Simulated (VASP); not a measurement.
# Au (Fm-3m) in VASP: further runs, part 2 of 2

VASP 6.6.1. The steps go on from the part before.

### 3 Single point, LDA

INCAR reads:

```
SYSTEM = Au
ALGO = Normal
EDIFF = 1E-6
ENCUT = 520
ISIF = 2
ISMEAR = -1
LASPH = .True.
LCHARG = .False.
LREAL = .False.
LWAVE = .False.
NBANDS = 12
NELM = 80
PREC = Accurate
SIGMA = 0.06
```

KPOINTS reads:

```
k-points
0
Gamma
  12 12 12
  0 0 0
```

POSCAR reads:

```
Au
1.0
    0.0000000000      2.0152475000      2.0152475000
    2.0152475000      0.0000000000      2.0152475000
    2.0152475000      2.0152475000      0.0000000000
Au
1
Direct
    0.0000000000      0.0000000000      0.0000000000
```

Potentials or basis: VASP PAW LDA potentials, release 64 (Au).

On the command line:

```console
cat potpaw_LDA.64/Au/POTCAR > POTCAR
mpirun -np 1 vasp_std > vasp.out
```

OUTCAR:

```text
SYSTEM = Au
   EDIFF = 1E-6
   ENCUT = 520
   ISIF = 2
   ISMEAR = -1
   LASPH = .True.
   LREAL = .False.
   NELM = 80
   PREC = Accurate

 ion  position               nearest neighbor table
   1  0.000  0.000  0.000-

  LATTYP: Found a face centered cubic cell.
 ALAT       =     4.0304950000

  Lattice vectors:

 A1 = (   0.0000000000,   2.0152475000,   2.0152475000)
 A2 = (   2.0152475000,   0.0000000000,   2.0152475000)
 A3 = (   2.0152475000,   2.0152475000,   0.0000000000)

Analysis of symmetry for initial positions (statically):
=====================================================================
 Subroutine PRICEL returns:
 Original cell was already a primitive cell.

 Routine SETGRP: Setting up the symmetry group for a
 face centered cubic supercell.

 Subroutine GETGRP returns: Found 48 space group operations
 (whereof 48 operations were pure point group operations)
 out of a pool of 48 trial point group operations.

The static configuration has the point symmetry O_h .

Analysis of symmetry for dynamics (positions and initial velocities):
=====================================================================
 Subroutine PRICEL returns:
 Original cell was already a primitive cell.

 Routine SETGRP: Setting up the symmetry group for a
 face centered cubic supercell.

 Subroutine GETGRP returns: Found 48 space group operations
 (whereof 48 operations were pure point group operations)
 out of a pool of 48 trial point group operations.

The dynamic configuration has the point symmetry O_h .

 Subroutine INISYM returns: Found 48 space group operations
 (whereof 48 operations are pure point group operations),
 and found     1 'primitive' translations

----------------------------------------------------------------------------------------

                                     Primitive cell

  volume of cell :      16.3687

  direct lattice vectors                    reciprocal lattice vectors
     0.000000000  2.015247500  2.015247500    -0.248108483  0.248108483  0.248108483
     2.015247500  0.000000000  2.015247500     0.248108483 -0.248108483  0.248108483
[... 108 lines left out ...]
   GGA     = CA    functional components
   LHFCALC =     F    Hartree Fock is set to
   AEXX    =    0.0000 exact exchange contribution
   IVDW    =     0    specifies the selected vdW correction
   LEPSILON=     F    determine dielectric tensor
   LRPA    =     F    only Hartree local field effects (RPA)
 non-spin polarized calculation
  energy-cutoff  :      520.00
  volume of cell :       16.37
 maximum number of plane-waves:       459
 NGX is ok and might be reduce to    24
   NGX = 11   NGY = 11   NGZ = 11

 number of electron      10.9999999 magnetization

 Free energy of the ion-electron system (eV)
  ---------------------------------------------------
  ext. energy  EPLUGINS =         0.00000000
  ---------------------------------------------------
  free energy    TOTEN  =        -4.43565425 eV

  energy without entropy =       -4.43121864  energy(sigma->0) =       -4.43343644

 E-fermi :   9.9320     XC(G=0): -13.2183

 val. band max:        9.9135861795   @ k =   0.5000   0.3333   0.1667
 cond. band min:      10.0824909678   @ k =   0.5000   0.2500   0.0833
 fundamental gap:      0.1689047883
 Fermi energy:         9.9319593037

 k-point     1 :       0.0000    0.0000    0.0000
  band No.  band energies     occupation
      1      -0.3668      2.00000
      2       5.0439      2.00000
      3       5.0439      2.00000
      4       5.0439      2.00000
      5       6.6961      2.00000
      6       6.6961      2.00000
      7      24.4019      0.00000
      8      28.5929      0.00000
      9      28.5929      0.00000
     10      28.5929      0.00000
     11      33.7545      0.00000
     12      38.7960      0.00000
[... 331 lines left out ...]
 k-point    24 :      -0.4167    0.1667    0.0000
  band No.  band energies     occupation
      1       2.9336      2.00000
      2       4.6087      2.00000
      3       5.5555      2.00000
      4       6.0025      2.00000
      5       7.7480      2.00000
      6      11.2247      0.00000
      7      13.6777      0.00000
      8      23.0451      0.00000
      9      25.6777      0.00000
     10      26.4926      0.00000
     11      35.0046      0.00000
     12      35.6990      0.00000

 [... further k-points ...]
[... 5 lines left out ...]
  --------------------------------------------------------------------------------------
  -------------------------------------------------------------------------------------
  Total        0.3149297      0.3149297      0.3149297      0.0000000      0.0000000      0.0000000
  in kB       30.8254246     30.8254246     30.8254246      0.0000000      0.0000000      0.0000000
  external PRESSURE =      30.8254246 kB  Pullay stress =       0.0000000 kB

 VOLUME and BASIS-vectors are now :
 -----------------------------------------------------------------------------
  energy-cutoff  :      520.00
  volume of cell :       16.37
      direct lattice vectors                 reciprocal lattice vectors
     0.000000000  2.015247500  2.015247500    -0.248108483  0.248108483  0.248108483
     2.015247500  0.000000000  2.015247500     0.248108483 -0.248108483  0.248108483
     2.015247500  2.015247500  0.000000000     0.248108483  0.248108483 -0.248108483

 POSITION                                       TOTAL-FORCE (eV/Angst)
 -----------------------------------------------------------------------------------
      0.00000      0.00000      0.00000         0.000000      0.000000      0.000000
 -----------------------------------------------------------------------------------
    total drift:                               -0.000000      0.000000     -0.000000

  FREE ENERGIE OF THE ION-ELECTRON SYSTEM (eV)
  ---------------------------------------------------
  free  energy   TOTEN  =        -4.4356542480 eV

  energy  without entropy=       -4.4312186371  energy(sigma->0) =       -4.43343644
```

Wall time 4.7 s (1 thread of Intel Xeon 6975P-C (Granite Rapids), shared host); peak memory 0.13 GiB.

Results:

| Item | Value |
| --- | --- |
| Free energy | -4.4357 eV |
| Pressure | 3.1 GPa |

Caveat: spin-orbit coupling is left out, which moves the levels of the heavy elements.

### 4 Single point, PBE

INCAR reads:

```
PREC = Accurate
ENCUT = 520
EDIFF = 1E-7
ISMEAR = -1
SIGMA = 0.06
LREAL = False
LASPH = True
NELM = 100
ALGO = Normal
ISIF = 2
LWAVE = False
LCHARG = True
GGA = PE
LELF = True
LVHAR = True
NBANDS = 12
```

KPOINTS reads:

```
Automatic mesh
0
Gamma
  12 12 12
```

POSCAR is that of step 3.

Potentials or basis: VASP PAW PBE potentials, release 64 (Au).

On the command line:

```console
cat potpaw_PBE.64/Au/POTCAR > POTCAR
mpirun -np 1 vasp_std > vasp.out
```

Run time: 6.3 s. Hardware: 1 thread of Intel Xeon 6975P-C (Granite Rapids), shared host; peak memory 0.14 GiB.

It converged, with:

* Free energy: -3.1383 eV
* Pressure: 16.8 GPa

Levels at points of the mesh, in eV from the Fermi level:
| k point | band 4 | band 5 | band 6 | band 7 | band 8 | band 9 |
| --- | --- | --- | --- | --- | --- | --- |
| (0.00, 0.00, 0.00) | -4.88 | -3.25 | -3.25 | 14.50 | 18.73 | 18.73 |
| (0.50, 0.00, 0.00) | -1.97 | -1.97 | -1.11 | 3.33 | 13.96 | 17.47 |
| (0.50, 0.50, 0.00) | -1.62 | -1.62 | 0.95 | 6.15 | 10.16 | 10.16 |

Caveat: spin-orbit coupling is left out, which moves the levels of the heavy elements.

### 5 Overview

| level | potentials or basis | gap on the mesh (eV) | pressure (GPa) |
| --- | --- | --- | --- |
| PBEsol | VASP PAW PBE potentials, release 64 (Au) | none | 7.2 |
| LDA | VASP PAW LDA potentials, release 64 (Au) | none | 3.1 |
| PBE | VASP PAW PBE potentials, release 64 (Au) | none | 16.8 |

Alike in all rows: task single point; no spin polarisation; cell as given; k mesh 12 × 12 × 12; cutoff (eV) 520; smearing fermi-dirac 0.06 eV.

Caveats: spin-orbit coupling is left out, which moves the levels of the heavy elements; the PAW data sets were made with another functional, which shifts forces and pressure a little (some runs).

Absolute energies hang on the potentials; compare differences alone.
